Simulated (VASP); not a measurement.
Write the native input for VASP 6.6.1 that does the following.

| Item | Value |
| --- | --- |
| Task | single point |
| Functional | r2SCAN |
| Potentials or basis | VASP PAW PBE potentials, release 64 (Br) |
| Cutoff | 520 eV |
| k mesh | 9 × 9 × 9 |
| Occupations | fermi-dirac, width 0.05 eV |
| Spin | no spin polarisation |
| Dipole correction | no |
| Further INCAR settings | ALGO = Normal; EDIFF = 1e-07; NBANDS = 10 |

Crystal: Br.

```xyz
1
Lattice="0.0000 2.3605 2.3605 2.3605 0.0000 2.3605 2.3605 2.3605 0.0000" Properties=species:S:1:pos:R:3 pbc="T T T"
Br    0.0000    0.0000    0.0000
```

The input as run:

POSCAR

```
Br
1.0
    0.0000000000      2.3605082308      2.3605082308
    2.3605082308      0.0000000000      2.3605082308
    2.3605082308      2.3605082308      0.0000000000
Br
1
Direct
    0.0000000000      0.0000000000      0.0000000000
```

INCAR.step1

```
SYSTEM = Br
ALGO = Normal
EDIFF = 1E-4
ENCUT = 520
GGA = PE
ISMEAR = -1
LASPH = .True.
LCHARG = .False.
LREAL = .False.
LWAVE = .True.
NBANDS = 10
NELM = 100
PREC = Accurate
SIGMA = 0.05
```

INCAR.step2

```
SYSTEM = Br
ALGO = Normal
EDIFF = 1E-7
ENCUT = 520
ISIF = 2
ISMEAR = -1
ISTART = 1
LASPH = .True.
LCHARG = .False.
LMIXTAU = .True.
LREAL = .False.
LWAVE = .False.
METAGGA = R2SCAN
NBANDS = 10
NELM = 100
PREC = Accurate
SIGMA = 0.05
```

KPOINTS

```
k-points
0
Gamma
  9 9 9
  0 0 0
```

Potentials or basis: VASP PAW PBE potentials, release 64 (Br).

Command:

```console
$ cat potpaw_PBE.64/Br/POTCAR > POTCAR
$ cp INCAR.step1 INCAR
$ mpirun -np 1 vasp_std > vasp.out
$ cp INCAR.step2 INCAR
$ mpirun -np 1 vasp_std > vasp.out
```

It gave:

```json
{
 "Pressure": "-0.4 GPa",
 "Band gap on the k mesh": "zero (an odd number of electrons rules out a gap without spin polarisation)"
}
```

Caveat: the PAW data sets were made with another functional, which shifts forces and pressure a little; an odd number of electrons without spin polarisation forces a metal; a magnetic or distorted state may lie lower.

Wall time 56 s on 1 thread of Intel Xeon 8259CL (shared host), peak memory 0.16 GiB.
